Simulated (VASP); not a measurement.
# BaTe (P6_3/mmc) in VASP: density of states with PBE

Aim: the density of states of BaTe with PBE.

Program: VASP 6.6.1. These are calculated values, not measurements. Logs are shortened: lines on timing, memory, paths and dates and some standing lists are left out, and cuts for length are marked.

### Step 1. The cell of the first run

Symmetry: P6_3/mmc, No. 194, hexagonal system. The conventional cell has a = 4.849 Å, b = 4.849 Å, c = 8.607 Å, α = 90.00°, β = 90.00°, γ = 120.00°. Within 4.6 Å of Ba (site symmetry -6m2) lie 6 Te at 3.53 Å. Within 4.6 Å of Te (site symmetry -3m) lie 6 Ba at 3.53 Å and 2 Te at 4.30 Å.

### Step 2. Density of states, PBE

File POSCAR:

```
BaTe
1.0
    4.8490244230     -0.0000000029      0.0000000000
   -2.4245122090      4.1993783353      0.0000000000
    0.0000000000      0.0000000000      8.6069377145
Ba Te
2 2
Direct
    0.6666666667      0.3333333333      0.7500000000
    0.3333333333      0.6666666667      0.2500000000
    0.0000000000      0.0000000000      0.0000000000
    0.0000000000      0.0000000000      0.5000000000
```

File INCAR.step1:

```
SYSTEM = BaTe
ALGO = Normal ; EDIFF = 1E-6
ENCUT = 520 ; GGA = PE
ISIF = 2 ; ISMEAR = 0
LASPH = .True. ; LCHARG = .True.
LREAL = .False. ; LWAVE = .False.
NBANDS = 24 ; NELM = 60
PREC = Accurate ; SIGMA = 0.02
```

File KPOINTS.step1:

```
k-points
0
Gamma
  6 6 4
  0 0 0
```

File INCAR.step2:

```
SYSTEM = BaTe
ALGO = Normal ; EDIFF = 1E-6
ENCUT = 520 ; GGA = PE
ICHARG = 11 ; ISIF = 2
ISMEAR = -5 ; LASPH = .True.
LCHARG = .False. ; LORBIT = 11
LREAL = .False. ; LWAVE = .False.
NBANDS = 24 ; NEDOS = 1001
NELM = 60 ; PREC = Accurate
SIGMA = 0.02
```

File KPOINTS.step2:

```
k-points
0
Gamma
  9 9 6
  0 0 0
```

Potentials or basis: VASP PAW PBE potentials, release 64 (Ba_sv, Te).

The run is started by

```console
cat potpaw_PBE.64/Ba_sv/POTCAR potpaw_PBE.64/Te/POTCAR > POTCAR
cp INCAR.step1 INCAR
cp KPOINTS.step1 KPOINTS
mpirun -np 1 vasp_std > vasp.out
cp INCAR.step2 INCAR
cp KPOINTS.step2 KPOINTS
mpirun -np 1 vasp_std > vasp.out
```

OUTCAR:

```text
SYSTEM = BaTe
   EDIFF = 1E-6
   ENCUT = 520
   GGA = PE
   ICHARG = 11
   ISIF = 2
   ISMEAR = -5
   LASPH = .True.
   LORBIT = 11
   LREAL = .False.
   NELM = 60
   PREC = Accurate

 ion  position               nearest neighbor table
   1  0.667  0.333  0.750-   3 3.53   4 3.53   3 3.53   4 3.53   3 3.53   4 3.53
   2  0.333  0.667  0.250-   3 3.53   4 3.53   3 3.53   4 3.53   3 3.53   4 3.53
   3  0.000  0.000  0.000-   1 3.53   2 3.53   2 3.53   1 3.53   1 3.53   2 3.53
   4  0.000  0.000  0.500-   1 3.53   2 3.53   2 3.53   1 3.53   1 3.53   2 3.53

  LATTYP: Found a hexagonal cell.
 ALAT       =     4.8490244230
 C/A-ratio  =     1.7749833706

  Lattice vectors:

 A1 = (   4.8490244230,  -0.0000000029,   0.0000000000)
 A2 = (  -2.4245122090,   4.1993783353,   0.0000000000)
 A3 = (   0.0000000000,   0.0000000000,   8.6069377145)

Analysis of symmetry for initial positions (statically):
=====================================================================
 Subroutine PRICEL returns:
 Original cell was already a primitive cell.

 Routine SETGRP: Setting up the symmetry group for a
 hexagonal supercell.

 Subroutine GETGRP returns: Found 24 space group operations
 (whereof 12 operations were pure point group operations)
 out of a pool of 24 trial point group operations.

The static configuration has the point symmetry D_3d.
 The point group associated with its full space group is D_6h.

Analysis of symmetry for dynamics (positions and initial velocities):
=====================================================================
 Subroutine PRICEL returns:
 Original cell was already a primitive cell.

 Routine SETGRP: Setting up the symmetry group for a
 hexagonal supercell.

 Subroutine GETGRP returns: Found 24 space group operations
 (whereof 12 operations were pure point group operations)
 out of a pool of 24 trial point group operations.

The dynamic configuration has the point symmetry D_3d.
 The point group associated with its full space group is D_6h.

 Subroutine INISYM returns: Found 24 space group operations
 (whereof 12 operations are pure point group operations),
 and found     1 'primitive' translations

----------------------------------------------------------------------------------------

                                     Primitive cell

  volume of cell :     175.2621

  direct lattice vectors                    reciprocal lattice vectors
     4.849024423 -0.000000003  0.000000000     0.206227050  0.119065242  0.000000000
    -2.424512209  4.199378335  0.000000000     0.000000000  0.238130485  0.000000000
     0.000000000  0.000000000  8.606937715     0.000000000  0.000000000  0.116185342

  length of vectors
     4.849024423  4.849024423  8.606937715     0.238130485  0.238130485  0.116185342

  position of ions in fractional coordinates (direct lattice)
     0.666666667  0.333333333  0.750000000
     0.333333333  0.666666667  0.250000000
     0.000000000  0.000000000  0.000000000
     0.000000000  0.000000000  0.500000000

  ion indices of the primitive-cell ions
   primitive index   ion index
                 1           1
                 2           2
                 3           3
                 4           4

----------------------------------------------------------------------------------------

 KPOINTS: k-points

Automatic generation of k-mesh.
 Grid dimensions read from file:
 generate k-points for:    9    9    6

 Generating k-lattice:

  Cartesian coordinates                     Fractional coordinates (reciprocal lattice)
     0.022914117  0.013229471  0.000000000     0.111111111  0.000000000  0.000000000
     0.000000000  0.026458943  0.000000000     0.000000000  0.111111111  0.000000000
     0.000000000  0.000000000  0.019364224     0.000000000  0.000000000  0.166666667

  Length of vectors
     0.026458943  0.026458943  0.019364224

  Shift w.r.t. Gamma in fractional coordinates (k-lattice)
     0.000000000  0.000000000  0.000000000

 TETIRR: Found    492 inequivalent tetrahedra from     2916

 Subroutine IBZKPT returns following result:
 ===========================================

 Found     48 irreducible k-points:

 Following reciprocal coordinates:
            Coordinates               Weight
  0.000000  0.000000  0.000000      1.000000
  0.111111 -0.000000  0.000000      6.000000
  0.222222  0.000000  0.000000      6.000000
  0.333333 -0.000000  0.000000      6.000000
  0.444444  0.000000  0.000000      6.000000
  0.111111  0.111111  0.000000      6.000000
[... 16 lines left out ...]
  0.333333  0.222222  0.166667     24.000000
  0.333333  0.333333  0.166667      4.000000
 [... further k-points ...]
   k-points           NKPTS =     48   k-points in BZ     NKDIM =     48   number of bands    NBANDS=     24
   number of dos      NEDOS =   1001   number of ions     NIONS =      4
   total plane-waves  NPLWV =  82944
   dimension x,y,z NGX =    36 NGY =   36 NGZ =   64
   dimension x,y,z NGXF=    72 NGYF=   72 NGZF=  128
   ions per type =               2   2
   NGX,Y,Z   is equivalent  to a cutoff of  12.34, 12.34, 12.36 a.u.
   NGXF,Y,Z  is equivalent  to a cutoff of  24.68, 24.68, 24.72 a.u.
 SYSTEM =  BaTe
   PREC   = accura    normal or accurate (medium, high low for compatibility)
   ISTART =      0    job   : 0-new  1-cont  2-samecut
   ICHARG =     11    charge: 1-file 2-atom 10-const
   ISPIN  =      1    spin polarized calculation?
   LNONCOLLINEAR =      F non collinear calculations
   LSORBIT =      F    spin-orbit coupling
   LASPH  =      T    aspherical Exc in radial PAW
   ENCUT  =  520.0 eV  38.22 Ry    6.18 a.u.   9.02  9.02 16.00*2*pi/ulx,y,z
   NELM   =     60;   NELMIN=  2; NELMDL=  0     # of ELM steps
   EDIFF  = 0.1E-05   stopping-criterion for ELM
   LREAL  =      F    real-space projection
   EDIFFG = 0.1E-04   stopping-criterion for IOM
   NSW    =      0    number of steps for IOM
   IBRION =     -1    ionic relax: 0-MD 1-quasi-New 2-CG
   NFREE  =      0    steps in history (QN), initial steepest desc. (CG)
   ISIF   =      2    stress and relaxation
   ISYM   =      2    0-nonsym 1-usesym 2-fastsym
   POTIM  = 0.5000    time-step for ionic-motion
   TEBEG  =    0.0;   TEEND  =   0.0 temperature during run
   PSTRESS=    0.0 pullay stress
   NELECT =      32.0000    total number of electrons
   NUPDOWN=      -1.0000    fix difference up-down
   EMIN   =  10.00;   EMAX   =-10.00  energy-range for DOS
   EFERMI =   0.00;   METHOD = LEGACY
   ISMEAR =    -5;   SIGMA  =   0.02  broadening in eV -4-tet -1-fermi 0-gaus
   EFERMI_NEDOS =   21; number of points for ismear=-14 and -15
   IALGO  =     38    algorithm
   IMIX   =      4    mixing-type and parameters
     AMIX     =   0.40;   BMIX     =  1.00
     AMIX_MAG =   1.60;   BMIX_MAG =  1.00
  volume/ion in A,a.u.               =      43.82       295.68
  Fermi-wavevector in a.u.,A,eV,Ry     =   0.928743  1.755069 11.735886  0.862563
  Thomas-Fermi vector in A             =   2.054952
   LORBIT       =     11    0 simple, 1 ext, 2 COOP (PROOUT), +10 PAW based schemes
   GGA     = PE    functional components
   LHFCALC =     F    Hartree Fock is set to
   AEXX    =    0.0000 exact exchange contribution
   IVDW    =     0    specifies the selected vdW correction
   LEPSILON=     F    determine dielectric tensor
   LRPA    =     F    only Hartree local field effects (RPA)
 non-spin polarized calculation
 Fermi weights with tetrahedron method with Bloechl corrections
  energy-cutoff  :      520.00
  volume of cell :      175.26
 maximum number of plane-waves:      4755
 NGX is ok and might be reduce to    36

 number of electron      32.0000001 magnetization

 Free energy of the ion-electron system (eV)
  ---------------------------------------------------
  ext. energy  EPLUGINS =         0.00000000
  ---------------------------------------------------
  free energy    TOTEN  =       -16.98457706 eV

  energy without entropy =      -16.98457706  energy(sigma->0) =      -16.98457706

 E-fermi :   2.6064     XC(G=0):  -8.1317

 val. band max:        2.5997537654   @ k =   0.0000   0.0000   0.0000
 cond. band min:       3.9273973170   @ k =   0.4444   0.0000   0.0000
 fundamental gap:      1.3276435516
 Fermi energy:         2.6063564664

 k-point     1 :       0.0000    0.0000    0.0000
  band No.  band energies     occupation
      1     -24.9447      2.00000
      2     -24.9365      2.00000
      3     -10.4204      2.00000
      4     -10.1013      2.00000
      5     -10.1013      2.00000
      6     -10.0967      2.00000
[... 16 lines left out ...]
     23       6.1944      0.00000
     24       7.2472      0.00000

 k-point     2 :       0.1111   -0.0000    0.0000
  band No.  band energies     occupation
      1     -24.9432      2.00000
      2     -24.9355      2.00000
      3     -10.3956      2.00000
      4     -10.1462      2.00000
      5     -10.1219      2.00000
      6     -10.1126      2.00000
[... 16 lines left out ...]
     23       6.6414      0.00000
     24       6.9852      0.00000

 k-point     3 :       0.2222    0.0000    0.0000
  band No.  band energies     occupation
      1     -24.9394      2.00000
      2     -24.9329      2.00000
      3     -10.3290      2.00000
      4     -10.2564      2.00000
      5     -10.1800      2.00000
      6     -10.1333      2.00000
[... 16 lines left out ...]
     23       6.6206      0.00000
     24       6.8476      0.00000
[... 514 lines left out ...]
 k-point    23 :       0.3333    0.2222    0.1667
  band No.  band energies     occupation
      1     -24.9300      2.00000
      2     -24.9284      2.00000
      3     -10.4198      2.00000
      4     -10.2767      2.00000
      5     -10.2098      2.00000
      6     -10.1850      2.00000
[... 16 lines left out ...]
     23       7.3546      0.00000
     24       7.5779      0.00000

 k-point    24 :       0.3333    0.3333    0.1667
  band No.  band energies     occupation
      1     -24.9286      2.00000
      2     -24.9286      2.00000
      3     -10.4200      2.00000
      4     -10.2489      2.00000
      5     -10.2289      2.00000
      6     -10.2289      2.00000
[... 16 lines left out ...]
     23       7.3913      0.00000
     24       7.3913      0.00000

 [... further k-points ...]
[... 5 lines left out ...]
  --------------------------------------------------------------------------------------
  -------------------------------------------------------------------------------------
  Total        0.3230374      0.3230374      0.3556504     -0.0000000      0.0000000      0.0000000
  in kB        2.9530814      2.9530814      3.2512159     -0.0000000      0.0000000      0.0000000
  external PRESSURE =       3.0524596 kB  Pullay stress =       0.0000000 kB

 VOLUME and BASIS-vectors are now :
 -----------------------------------------------------------------------------
  energy-cutoff  :      520.00
  volume of cell :      175.26
      direct lattice vectors                 reciprocal lattice vectors
     4.849024423 -0.000000003  0.000000000     0.206227050  0.119065242  0.000000000
    -2.424512209  4.199378335  0.000000000     0.000000000  0.238130485  0.000000000
     0.000000000  0.000000000  8.606937715     0.000000000  0.000000000  0.116185342

 POSITION                                       TOTAL-FORCE (eV/Angst)
 -----------------------------------------------------------------------------------
      2.42451      1.39979      6.45520        -0.000000     -0.000000      0.000000
      0.00000      2.79959      2.15173         0.000000      0.000000     -0.000000
      0.00000      0.00000      0.00000         0.000000     -0.000000      0.000000
      0.00000      0.00000      4.30347         0.000000     -0.000000      0.000000
 -----------------------------------------------------------------------------------
    total drift:                               -0.000000      0.000000     -0.000000

  FREE ENERGIE OF THE ION-ELECTRON SYSTEM (eV)
  ---------------------------------------------------
  free  energy   TOTEN  =       -16.9845770609 eV

  energy  without entropy=      -16.9845770609  energy(sigma->0) =      -16.98457706

 total charge

# of ion       s       p       d       tot
------------------------------------------
    1        2.009   5.601   0.271   7.881
    2        2.009   5.601   0.271   7.881
    3        1.342   2.115   0.004   3.461
    4        1.342   2.115   0.004   3.461
--------------------------------------------------
tot          6.700  15.432   0.551  22.683
```

Run time: 4.2 min. Hardware: 1 thread of Oxide Virtual Turin-like, shared host; peak memory 0.33 GiB.

What came out:

* Valence electrons inside the program's atomic spheres: Ba 7.88; Te 3.46

Levels at points of the mesh, in eV from the valence-band top:
```
           k point  band 13  band 14  band 15  band 16  band 17  band 18  band 19  band 20
(0.00, 0.00, 0.00)    -0.97    -0.66    -0.66     0.00     2.00     2.22     2.66     2.66
(0.00, 0.00, 0.50)    -0.84    -0.84    -0.84    -0.84     2.98     2.98     3.49     3.49
```

Caveat: spin-orbit coupling is left out, which moves the levels of the heavy elements.
